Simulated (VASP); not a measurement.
# ZnCd2Se2S (P-3m1) in VASP: a series of runs

ZnCd2Se2S is run at these levels: PBE; tasks: single point, relaxation of cell and atoms.

Everything below comes from runs of VASP 6.6.1. Logs are shortened: lines on timing, memory, paths and dates and some standing lists are left out, and cuts for length are marked.

## 1. The cell of the first run

The structure is trigonal, space group P-3m1 (No. 164). The conventional cell has a = 3.993 Å, b = 3.993 Å, c = 10.259 Å, α = 90.00°, β = 90.00°, γ = 120.00°. Within 3.5 Å of Zn (site symmetry -3m) lie 2 Cd at 2.62 Å and 6 Se at 3.36 Å. Cd (site symmetry 3m) has 3 Se at 2.31 Å and 1 S at 2.51 Å and 1 Zn at 2.62 Å within 3.1 Å. Within 3.1 Å of Se (site symmetry 3m) lie 3 Cd at 2.31 Å. S (site symmetry -3m) has 2 Cd at 2.51 Å within 3.3 Å.

The cell was built from a structure type or drawn by symmetry, and may not be a known phase.

## 2. Single point, PBE

INCAR reads:

```
SYSTEM = ZnCd2Se2S
  PREC = Accurate
  ENCUT = 520
  EDIFF = 1E-7
  ISMEAR = 0
  SIGMA = 0.1
  LREAL = .FALSE.
  LASPH = .TRUE.
  NELM = 100
  ALGO = Normal
  ISIF = 2
  LWAVE = .FALSE.
  LCHARG = .FALSE.
  GGA = PE
  NBANDS = 36
```

KPOINTS reads:

```
Automatic mesh
0
G
  6 6 2
  0 0 0
```

POSCAR reads:

```
ZnCd2Se2S
1.0
    3.9932889100      0.0000000000      0.0000000000
   -1.9966444500      3.4582896400      0.0000000000
    0.0000000000      0.0000000000     10.2588632800
Zn Cd Se S
1 2 2 1
Direct
    0.0000000000      0.0000000000      0.5000000000
    0.0000000000      0.0000000000      0.2446901500
    0.0000000000      0.0000000000      0.7553098500
    0.3333333300      0.6666666700      0.2618193600
    0.6666666700      0.3333333300      0.7381806400
    0.0000000000      0.0000000000      0.0000000000
```

Potentials or basis: VASP PAW PBE potentials, release 64 (Zn, Cd, Se, S).

Command:

```console
$ cat potpaw_PBE.64/Zn/POTCAR potpaw_PBE.64/Cd/POTCAR potpaw_PBE.64/Se/POTCAR potpaw_PBE.64/S/POTCAR > POTCAR
$ mpirun -np 1 vasp_std > vasp.out
```

OUTCAR:

```text
SYSTEM = ZnCd2Se2S
   PREC = Accurate
   ENCUT = 520
   EDIFF = 1E-7
   ISMEAR = 0
   LREAL = .FALSE.
   LASPH = .TRUE.
   NELM = 100
   ISIF = 2
   GGA = PE

 ion  position               nearest neighbor table
   1  0.000  0.000  0.500-   2 2.62   3 2.62
   2  0.000  0.000  0.245-   4 2.31   4 2.31   4 2.31   6 2.51   1 2.62
   3  0.000  0.000  0.755-   5 2.31   5 2.31   5 2.31   6 2.51   1 2.62
   4  0.333  0.667  0.262-   2 2.31   2 2.31   2 2.31
   5  0.667  0.333  0.738-   3 2.31   3 2.31   3 2.31
   6  0.000  0.000  0.000-   2 2.51   3 2.51

  LATTYP: Found a hexagonal cell.
 ALAT       =     3.9932889100
 C/A-ratio  =     2.5690260613

  Lattice vectors:

 A1 = (   3.9932889100,   0.0000000000,   0.0000000000)
 A2 = (  -1.9966444500,   3.4582896400,   0.0000000000)
 A3 = (   0.0000000000,   0.0000000000,  10.2588632800)

Analysis of symmetry for initial positions (statically):
=====================================================================
 Subroutine PRICEL returns:
 Original cell was already a primitive cell.

 Routine SETGRP: Setting up the symmetry group for a
 hexagonal supercell.

 Subroutine GETGRP returns: Found 12 space group operations
 (whereof 12 operations were pure point group operations)
 out of a pool of 24 trial point group operations.

The static configuration has the point symmetry D_3d.

Analysis of symmetry for dynamics (positions and initial velocities):
=====================================================================
 Subroutine PRICEL returns:
 Original cell was already a primitive cell.

 Routine SETGRP: Setting up the symmetry group for a
 hexagonal supercell.

 Subroutine GETGRP returns: Found 12 space group operations
 (whereof 12 operations were pure point group operations)
 out of a pool of 24 trial point group operations.

The dynamic configuration has the point symmetry D_3d.

 Subroutine INISYM returns: Found 12 space group operations
 (whereof 12 operations are pure point group operations),
 and found     1 'primitive' translations

----------------------------------------------------------------------------------------

                                     Primitive cell

  volume of cell :     141.6744

  direct lattice vectors                    reciprocal lattice vectors
     3.993288910  0.000000000  0.000000000     0.250420148  0.144580140  0.000000000
[... 85 lines left out ...]
   EDIFFG = 0.1E-05   stopping-criterion for IOM
   NSW    =      0    number of steps for IOM
   IBRION =     -1    ionic relax: 0-MD 1-quasi-New 2-CG
   NFREE  =      0    steps in history (QN), initial steepest desc. (CG)
   ISIF   =      2    stress and relaxation
   ISYM   =      2    0-nonsym 1-usesym 2-fastsym
   POTIM  = 0.5000    time-step for ionic-motion
   TEBEG  =    0.0;   TEEND  =   0.0 temperature during run
   PSTRESS=    0.0 pullay stress
   NELECT =      54.0000    total number of electrons
   NUPDOWN=      -1.0000    fix difference up-down
   EMIN   =  10.00;   EMAX   =-10.00  energy-range for DOS
   EFERMI =   0.00;   METHOD = LEGACY
   ISMEAR =     0;   SIGMA  =   0.10  broadening in eV -4-tet -1-fermi 0-gaus
   EFERMI_NEDOS =   21; number of points for ismear=-14 and -15
   IALGO  =     38    algorithm
   IMIX   =      4    mixing-type and parameters
     AMIX     =   0.40;   BMIX     =  1.00
     AMIX_MAG =   1.60;   BMIX_MAG =  1.00
  volume/ion in A,a.u.               =      23.61       159.34
  Fermi-wavevector in a.u.,A,eV,Ry     =   1.186977  2.243061 19.169444  1.408914
  Thomas-Fermi vector in A             =   2.323138
   LORBIT       =      0    0 simple, 1 ext, 2 COOP (PROOUT), +10 PAW based schemes
   GGA     = PE    functional components
   LHFCALC =     F    Hartree Fock is set to
   AEXX    =    0.0000 exact exchange contribution
   IVDW    =     0    specifies the selected vdW correction
   LEPSILON=     F    determine dielectric tensor
   LRPA    =     F    only Hartree local field effects (RPA)
 non-spin polarized calculation
 Gauss-broadening in eV      SIGMA  =   0.10
  energy-cutoff  :      520.00
  volume of cell :      141.67
 maximum number of plane-waves:      3842
 NGX is ok and might be reduce to    30
   NGX = 15   NGY = 15   NGZ = 39

 number of electron      53.9999995 magnetization

 Free energy of the ion-electron system (eV)
  ---------------------------------------------------
  ext. energy  EPLUGINS =         0.00000000
  ---------------------------------------------------
  free energy    TOTEN  =        -9.44181642 eV

  energy without entropy =       -9.41479630  energy(sigma->0) =       -9.42830636

 E-fermi :   2.1879     XC(G=0):  -9.4512

 val. band max:        2.1818626144   @ k =   0.3333  -0.0000   0.5000
 cond. band min:       2.2387802715   @ k =   0.3333  -0.0000   0.0000
 fundamental gap:      0.0569176570
 Fermi energy:         2.1878899823

 k-point     1 :       0.0000    0.0000    0.0000
  band No.  band energies     occupation
      1     -12.3519      2.00000
      2     -12.2930      2.00000
      3      -9.5778      2.00000
      4      -7.7438      2.00000
      5      -7.7438      2.00000
      6      -7.7405      2.00000
[... 535 lines left out ...]
     35       9.4363      0.00000
     36      10.4463      0.00000

------------------------ aborting loop because EDIFF is reached ----------------------------------------

  FORCE on cell =-STRESS in cart. coord.  units (eV):
  Direction    XX          YY          ZZ          XY          YZ          ZX
  --------------------------------------------------------------------------------------
  -------------------------------------------------------------------------------------
  Total       25.8692504     25.8692504      6.5433725      0.0000000     -0.0000000      0.0000000
  in kB      292.5520116    292.5520115     73.9981541      0.0000004     -0.0000000      0.0000000
  external PRESSURE =     219.7007257 kB  Pullay stress =       0.0000000 kB

 VOLUME and BASIS-vectors are now :
 -----------------------------------------------------------------------------
  energy-cutoff  :      520.00
  volume of cell :      141.67
      direct lattice vectors                 reciprocal lattice vectors
     3.993288910  0.000000000  0.000000000     0.250420148  0.144580140  0.000000000
    -1.996644450  3.458289640  0.000000000     0.000000000  0.289160280  0.000000000
     0.000000000  0.000000000 10.258863280     0.000000000  0.000000000  0.097476687

 POSITION                                       TOTAL-FORCE (eV/Angst)
 -----------------------------------------------------------------------------------
      0.00000      0.00000      5.12943         0.000000      0.000000      0.000000
      0.00000      0.00000      2.51024         0.000000     -0.000000     -1.225725
      0.00000      0.00000      7.74862         0.000000      0.000000      1.225725
     -0.00000      2.30553      2.68597         0.000000      0.000000      1.582012
      1.99664      1.15276      7.57289        -0.000000      0.000000     -1.582012
      0.00000      0.00000      0.00000         0.000000      0.000000      0.000000
 -----------------------------------------------------------------------------------
    total drift:                                0.000000      0.000000      0.000000

  FREE ENERGIE OF THE ION-ELECTRON SYSTEM (eV)
  ---------------------------------------------------
  free  energy   TOTEN  =        -9.4418164232 eV

  energy  without entropy=       -9.4147962999  energy(sigma->0) =       -9.42830636
```

Run time: 58 s. Hardware: 1 thread of Intel Xeon 6975P-C (Granite Rapids), shared host; peak memory 0.29 GiB.

What came out:

- Free energy: -9.4418 eV
- Pressure: 22.0 GPa
- Largest force: 1.582 eV/Å
- Band gap on the k mesh: zero (bands 27 and 28 overlap by 0.90 eV)

Forces in eV/Å, atoms in the order of the input:
```
Zn   0.000  0.000  0.000
Cd   0.000  0.000 -1.226
Cd   0.000  0.000  1.226
Se   0.000  0.000  1.582
Se   0.000  0.000 -1.582
S    0.000  0.000  0.000
```

Stress tensor (GPa, compression positive):
```
29.26  0.00  0.00
 0.00 29.26  0.00
 0.00  0.00  7.40
```

Levels at points of the mesh, in eV from the Fermi level:
| k point | band 24 | band 25 | band 26 | band 27 | band 28 | band 29 | band 30 | band 31 |
| --- | --- | --- | --- | --- | --- | --- | --- | --- |
| (0.00, 0.00, 0.00) | -0.69 | -0.69 | -0.69 | 0.30 | 0.30 | 1.90 | 2.68 | 5.37 |
| (0.50, 0.00, 0.00) | -2.01 | -1.72 | -0.99 | -0.73 | -0.11 | 2.29 | 2.60 | 3.21 |
| (0.00, 0.00, 0.50) | -0.74 | -0.74 | 0.30 | 0.30 | 0.55 | 1.03 | 3.31 | 5.18 |
| (0.50, 0.00, 0.50) | -2.10 | -2.05 | -0.45 | -0.10 | 0.10 | 1.78 | 2.15 | 3.89 |

Caveat: the cell stands under pressure; forces of over 1 eV/Å act on the atoms, so gaps and moduli don't describe the material at rest.

## 3. Single point, PBE

This run uses another cell than the first one, of 25.44 Å³/atom.

INCAR reads:

```
PREC     = Accurate       # precision mode
ENCUT    = 520            # plane-wave cutoff, eV
EDIFF    = 1E-6           # SCF threshold, eV
ISMEAR   = 0              # smearing method
SIGMA    = 0.1            # smearing width, eV
LREAL    = F              # projectors in reciprocal space
LASPH    = T              # aspherical terms in the spheres
NELM     = 100            # most SCF steps
ALGO     = Normal         # electronic algorithm
ISIF     = 2              # what is computed and relaxed
LWAVE    = F              # write WAVECAR
LCHARG   = F              # write CHGCAR
GGA      = PE             # functional
NBANDS   = 36             # bands
```

KPOINTS reads:

```
Automatic mesh
0
Gamma
  6 6 2
```

POSCAR reads:

```
ZnCd2Se2S
1.0
    4.0210694614     -0.0000000029      0.0000000000
   -2.0105347282      3.4823483054      0.0000000000
    0.0000000000      0.0000000000     10.8989265020
Zn Cd Se S
1 2 2 1
Direct
    0.0000000000      0.0000000000      0.5000000000
    0.0000000000      0.0000000000      0.2154270894
    0.0000000000      0.0000000000      0.7845729106
    0.3333333333      0.6666666667      0.3620146987
    0.6666666667      0.3333333333      0.6379853013
    0.0000000000      0.0000000000      0.0000000000
```

Potentials or basis: VASP PAW PBE potentials, release 64 (Zn, Cd, Se, S).

Command:

```console
$ cat potpaw_PBE.64/Zn/POTCAR potpaw_PBE.64/Cd/POTCAR potpaw_PBE.64/Se/POTCAR potpaw_PBE.64/S/POTCAR > POTCAR
$ mpirun -np 1 vasp_std > vasp.out
```

Run time: 54 s. Hardware: 1 thread of Intel Xeon 6975P-C (Granite Rapids), shared host; peak memory 0.3 GiB.

Results (log left out):

| Item | Value |
| --- | --- |
| Free energy | -14.7372 eV |
| Pressure | 0.3 GPa |
| Largest force | 0.032 eV/Å |
| Band gap on the k mesh | zero (bands 27 and 28 overlap by 0.43 eV) |

Forces in eV/Å, atoms in the order of the input:
```
Zn   0.000  0.000  0.000
Cd   0.000  0.000  0.032
Cd   0.000  0.000 -0.032
Se   0.000  0.000  0.014
Se   0.000  0.000 -0.014
S    0.000  0.000  0.000
```

Stress tensor (GPa, compression positive):
```
0.13 0.00 0.00
0.00 0.13 0.00
0.00 0.00 0.61
```

Levels at points of the mesh, in eV from the Fermi level:
```
           k point  band 25  band 26  band 27  band 28  band 29  band 30
(0.00, 0.00, 0.00)    -1.59    -1.40     0.07     0.07     1.14     2.80
(0.50, 0.00, 0.00)    -1.95    -1.59    -0.40    -0.32     1.69     1.81
(0.00, 0.00, 0.50)    -1.61    -0.31     0.06     0.06     0.83     2.70
(0.50, 0.00, 0.50)    -2.02    -1.53    -0.24     0.29     0.68     2.20
```

Caveat: semilocal functionals underestimate gaps, so a narrow gap can read as zero.

## 4. Relaxation of cell and atoms, PBE

INCAR reads:

```
SYSTEM = ZnCd2Se2S
PREC = Accurate
ENCUT = 600
EDIFF = 1E-7
ISMEAR = 0
SIGMA = 0.1
LREAL = .False.
LASPH = .True.
NELM = 100
ALGO = Normal
ISIF = 3
LWAVE = .False.
LCHARG = .False.
GGA = PE
IBRION = 2
NSW = 90
EDIFFG = -0.04
```

KPOINTS reads:

```
Automatic mesh
0
Gamma
  6 6 2
  0 0 0
```

POSCAR reads:

```
ZnCd2Se2S
1.0
    3.9932889100      0.0000000000      0.0000000000
   -1.9966444500      3.4582896400      0.0000000000
    0.0000000000      0.0000000000     10.2588632800
Zn Cd Se S
1 2 2 1
Direct
    0.0000000000      0.0000000000      0.5000000000
    0.0000000000      0.0000000000      0.2446901500
    0.0000000000      0.0000000000      0.7553098500
    0.3333333300      0.6666666700      0.2618193600
    0.6666666700      0.3333333300      0.7381806400
    0.0000000000      0.0000000000      0.0000000000
```

Command:

```console
$ cat potpaw_PBE.64/Zn/POTCAR potpaw_PBE.64/Cd/POTCAR potpaw_PBE.64/Se/POTCAR potpaw_PBE.64/S/POTCAR > POTCAR
$ mpirun -np 1 vasp_std > vasp.out
```

Wall time 22 min (1 thread of Intel Xeon 6975P-C (Granite Rapids), shared host); peak memory 0.34 GiB.

Results (log left out):

```yaml
Free_energy: -14.7347 eV
Relaxed_volume: 25.56 Å³/atom
Relaxed_cell: a = 4.021 Å, b = 4.021 Å, c = 10.950 Å, α = 90.00°, β = 90.00°, γ = 120.00°
Space_group_after_relaxing_to_0.1_Å: P-3m1 (No. 164)
Energy_gained_by_relaxing: 882.2 meV/atom
Ionic_steps: 30
Pressure_after_relaxing: -0.1 GPa
Largest_force_after_relaxing: 0.024 eV/Å
Band_gap_on_the_k_mesh: zero (bands 27 and 28 overlap by 0.45 eV)
```

Forces in eV/Å, atoms in the order of the input:
```
Zn   0.000  0.000  0.000
Cd   0.000  0.000  0.024
Cd   0.000  0.000 -0.024
Se   0.000  0.000  0.001
Se   0.000  0.000 -0.001
S    0.000  0.000  0.000
```

The path:
```tsv
step	energy change (eV)	largest force (eV/Å)	pressure (GPa)	volume (Å³)
1	0.0000	1.5821	21.93	141.67
2	-2.9146	0.4530	-3.36	217.48
3	-3.1917	0.6847	-0.13	190.56
4	-3.1964	0.6413	-0.69	193.85
5	-3.1963	0.6562	-0.51	192.71
6	-3.2774	0.7210	-0.22	190.35
7	-3.3447	0.8791	0.92	184.50
8	-3.3506	0.8393	0.57	185.94
9	-3.4059	0.8659	0.47	185.80
10	-3.5777	0.9167	0.13	185.38
11	-3.9125	0.8908	-0.68	184.52
12	-4.2559	2.3048	-1.82	182.69
13	-4.2911	2.2980	-1.91	182.34
14	-4.3833	2.2826	-2.17	181.28
15	-4.4968	2.2984	-2.51	179.10
16	-4.3314	2.4921	-2.16	174.54
17	-4.5030	2.3527	-2.55	178.23
18	-4.6017	2.0759	-2.70	177.14
19	-4.8473	1.3954	-3.00	173.86
20	-5.1419	0.2493	-3.05	167.34
21	-4.9843	1.3486	-0.32	154.42
22	-5.1930	0.3327	-2.57	163.16
23	-5.2471	0.3373	-1.56	159.09
24	-5.2726	0.3390	-0.26	154.70
25	-5.2731	0.3389	-0.04	154.00
26	-5.2796	0.2468	-0.02	154.00
27	-5.2878	0.1147	0.04	154.01
28	-5.2905	0.0766	-0.09	154.12
29	-5.2921	0.0355	-0.31	154.30
30	-5.2933	0.0240	-0.07	153.37
```

Final structure:
```
CELL_PARAMETERS angstrom
4.02147 0.00000 0.00000
-2.01074 3.48270 0.00000
0.00000 0.00000 10.95044
ATOMIC_POSITIONS crystal
Zn 0.00000 0.00000 0.50000
Cd 0.00000 0.00000 0.21506
Cd 0.00000 0.00000 0.78494
Se 0.33333 0.66667 0.36200
Se 0.66667 0.33333 0.63800
S 0.00000 0.00000 0.00000
```

Levels at points of the mesh, in eV from the Fermi level:
| k point | band 24 | band 25 | band 26 | band 27 | band 28 | band 29 | band 30 | band 31 |
| --- | --- | --- | --- | --- | --- | --- | --- | --- |
| (0.00, 0.00, 0.00) | -1.56 | -1.56 | -1.40 | 0.07 | 0.07 | 1.17 | 2.78 | 4.65 |
| (0.50, 0.00, 0.00) | -2.80 | -1.92 | -1.59 | -0.40 | -0.32 | 1.69 | 1.80 | 3.48 |
| (0.00, 0.00, 0.50) | -1.58 | -1.58 | -0.30 | 0.06 | 0.06 | 0.83 | 2.69 | 4.61 |
| (0.50, 0.00, 0.50) | -2.45 | -1.99 | -1.53 | -0.24 | 0.29 | 0.66 | 2.19 | 2.63 |

Caveat: semilocal functionals underestimate gaps, so a narrow gap can read as zero.

## 5. Single point, PBE

This run uses another cell than the first one, of 25.39 Å³/atom.

INCAR reads:

```
SYSTEM = ZnCd2Se2S
  PREC = Accurate
  ENCUT = 520
  EDIFF = 1E-6
  ISMEAR = 0
  SIGMA = 0.1
  LREAL = .FALSE.
  LASPH = .TRUE.
  NELM = 100
  ALGO = Normal
  ISIF = 2
  LWAVE = .FALSE.
  LCHARG = .FALSE.
  GGA = PE
  NBANDS = 36
```

KPOINTS reads:

```
regular mesh
0
G
  12 12 4
  0 0 0
```

POSCAR reads:

```
ZnCd2Se2S
1.0
    4.0099744682      0.0000000000      0.0000000000
   -2.0049872341      3.4727397580      0.0000000000
    0.0000000000      0.0000000000     10.9393974978
Zn Cd Se S
1 2 2 1
Direct
    0.0000000000      0.0000000000      0.5000000000
    0.0000000000      0.0000000000      0.2150582372
    0.0000000000      0.0000000000      0.7849417628
    0.3333333333      0.6666666667      0.3616847340
    0.6666666667      0.3333333333      0.6383152660
    0.0000000000      0.0000000000      0.0000000000
```

Command:

```console
$ cat potpaw_PBE.64/Zn/POTCAR potpaw_PBE.64/Cd/POTCAR potpaw_PBE.64/Se/POTCAR potpaw_PBE.64/S/POTCAR > POTCAR
$ mpirun -np 1 vasp_std > vasp.out
```

Run time: 4.1 min. Hardware: 1 thread of Intel Xeon 6975P-C (Granite Rapids), shared host; peak memory 0.52 GiB.

It converged, with:

| Item | Value |
| --- | --- |
| Free energy | -14.7141 eV |
| Pressure | 0.3 GPa |
| Largest force | 0.042 eV/Å |
| Band gap on the k mesh | zero (bands 27 and 28 overlap by 0.42 eV) |

Forces in eV/Å, atoms in the order of the input:
```
Zn   0.000  0.000  0.000
Cd   0.000  0.000  0.042
Cd   0.000  0.000 -0.042
Se   0.000  0.000  0.019
Se   0.000  0.000 -0.019
S    0.000  0.000  0.000
```

Stress tensor (GPa, compression positive):
```
0.14 0.00 0.00
0.00 0.14 0.00
0.00 0.00 0.52
```

Levels at points of the mesh, in eV from the Fermi level:
```
           k point  band 24  band 25  band 26  band 27  band 28  band 29  band 30  band 31
(0.00, 0.00, 0.00)    -1.49    -1.49    -1.31     0.10     0.10     1.25     2.86     4.74
(0.50, 0.00, 0.00)    -2.75    -1.87    -1.57    -0.34    -0.29     1.76     1.88     3.53
(0.00, 0.00, 0.50)    -1.51    -1.51    -0.22     0.09     0.09     0.91     2.76     4.70
(0.50, 0.00, 0.50)    -2.42    -1.94    -1.50    -0.21     0.35     0.74     2.24     2.70
```

Caveat: semilocal functionals underestimate gaps, so a narrow gap can read as zero.

## 6. The runs side by side

```tsv
task	cell	k mesh	cutoff (eV)	gap on the mesh (eV)	pressure (GPa)	largest force (eV/Å)
single point	a = 3.993, b = 3.993, c = 10.259 Å, angles 90.0, 90.0, 120.0°, 6 atoms, atomic positions A	6 × 6 × 2	520	none	22.0	1.58
single point	a = 4.021, b = 4.021, c = 10.899 Å, angles 90.0, 90.0, 120.0°, 6 atoms, atomic positions B	6 × 6 × 2	520	none	0.3	0.03
relaxation of cell and atoms	relaxed from a = 3.993, b = 3.993, c = 10.259 Å, angles 90.0, 90.0, 120.0°, 6 atoms, atomic positions A	6 × 6 × 2	600	none	-0.1	0.02
single point	a = 4.010, b = 4.010, c = 10.939 Å, angles 90.0, 90.0, 120.0°, 6 atoms, atomic positions B	12 × 12 × 4	520	none	0.3	0.04
```

Alike in all rows: level PBE; potentials or basis VASP PAW PBE potentials, release 64 (Zn, Cd, Se, S); no spin polarisation; smearing gaussian 0.1 eV.

Caveats: semilocal functionals underestimate gaps, so a narrow gap can read as zero (at least some runs); the cell stands under pressure (at least some runs); forces of over 1 eV/Å act on the atoms, so gaps and moduli don't describe the material at rest (at least some runs).

Absolute energies hang on the potentials; compare differences alone.
